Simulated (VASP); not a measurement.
Gd, 2 atoms in the cell. The structure is hexagonal, space group P6_3/mmc (No. 194). The conventional cell has a = 3.636 Å, b = 3.636 Å, c = 5.783 Å, α = 90.00°, β = 90.00°, γ = 120.00°. Gd (site symmetry -6m2) has 12 Gd at 3.57 to 3.64 Å within 4.7 Å. 

* Program: VASP 6.6.1
* Task: relaxation of cell and atoms
* Functional: BLYP
* Dispersion: D4
* Potentials or basis: VASP PAW PBE potentials, release 64 (Gd)
* Cutoff: 600 eV
* k mesh: 8 × 8 × 5
* Occupations: fermi-dirac, width 0.05 eV
* Spin: collinear spin, ferromagnetic start
* Starting moments: [7.0, 7.0] μB
* Dipole correction: no
* Further INCAR settings: ALGO = Normal; EDIFF = 1e-07; IBRION = 2; EDIFFG = -0.01; NSW = 60; ISIF = 3

Potentials or basis: VASP PAW PBE potentials, release 64 (Gd).

Run with:

```console
$ cat potpaw_PBE.64/Gd/POTCAR > POTCAR
$ mpirun -np 1 vasp_std > vasp.out
```

Hardware: 1 thread of AMD EPYC 9R45 96-Core Processor (Zen 5), with other jobs on the host.

Task: How long does it take, and how much memory?

Result: It took 35 min on 1 thread of AMD EPYC 9R45 96-Core Processor (Zen 5), on a shared host, peak memory 0.29 GiB. Counts: scf iterations 288, k points 30, ion steps 18.
